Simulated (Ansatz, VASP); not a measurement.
Ni in VASP and in Ansatz

File INCAR:

```
ALGO     = Normal         # electronic algorithm
EDIFF    = 1E-6           # SCF threshold, eV
EDIFFG   = -0.005         # ionic threshold
ENCUT    = 600            # plane-wave cutoff, eV
GGA      = PE             # functional
IBRION   = 2              # ionic algorithm
ISIF     = 3              # what is computed and relaxed
ISMEAR   = -1             # smearing method
ISPIN    = 2              # spin polarisation
LASPH    = T              # aspherical terms in the spheres
LCHARG   = F              # write CHGCAR
LMAXMIX  = 4              # l up to which the mixer works
LORBIT   = 11             # projections on sites
LREAL    = F              # projectors in reciprocal space
LWAVE    = F              # write WAVECAR
MAGMOM   = 1              # initial moments
NELM     = 150            # most SCF steps
NSW      = 60             # ionic steps
PREC     = Accurate       # precision mode
SIGMA    = 0.05           # smearing width, eV
```

Contents of KPOINTS:

```
k-points
0
Gamma
  21 21 21
```

The input POSCAR:

```
Ni
1.0
    0.0000000000      1.7597012234      1.7597012234
    1.7597012234      0.0000000000      1.7597012234
    1.7597012234      1.7597012234      0.0000000000
Ni
1
Direct
    0.0000000000      0.0000000000      0.0000000000
```

Input for Ansatz:

```yaml
crystal:
  lattice:
    - [0.0, 1.7597012234, 1.7597012234]
    - [1.7597012234, 0.0, 1.7597012234]
    - [1.7597012234, 1.7597012234, 0.0]
  atoms:
    - { symbol: Ni, position: [0.0, 0.0, 0.0], spin: 1.0 }
magnetization:
  spin_polarized: true
kpoints:
  mp_grid: { grid: [21, 21, 21] }
scf:
  occupations: { method: fermi_dirac, width: 0.05 }
hamiltonian:
  xc: pbe
  pseudopotentials: { kind: paw }
output:
  forces: true
  stress: true
  write_density: true
  write_potential: true
  elf: true
  volumetric_format: npy
relax:
  f_tol: 0.005
  max_steps: 40
  cell: {}
```

Alike in both runs: task relaxation of cell and atoms; functional PBE; k mesh 21 × 21 × 21; occupations fermi-dirac, width 0.05 eV; collinear spin.

|  | VASP | Ansatz |
| --- | --- | --- |
| version | VASP 6.6.1 | Ansatz 0.2.0 |
| potentials or method | VASP PAW PBE potentials, release 64 (Ni) | PAW with Ansatz's default frozen-core files, scalar-relativistic |
| plane-wave cutoff (eV) | 600 | 420 |
| valence electrons in the cell | 10 | 18 |

```csv
,VASP,Ansatz,Ansatz less VASP
net moment per atom (μB),0.61,0.63,+0.018
size of the moment on the site where the two differ most (μB),0.62,0.67,+0.046
relaxed volume (Å³/atom),10.88,10.89,+0.012
relaxed length of the cell vector where the two differ most in proportion (Å),2.487,2.488,+0.0009
```

Site moments also hang on the region over which each program counts them. VASP's potentials hold 10 valence electrons a cell and Ansatz's 18, so a difference there can come from the potentials and not from the codes.
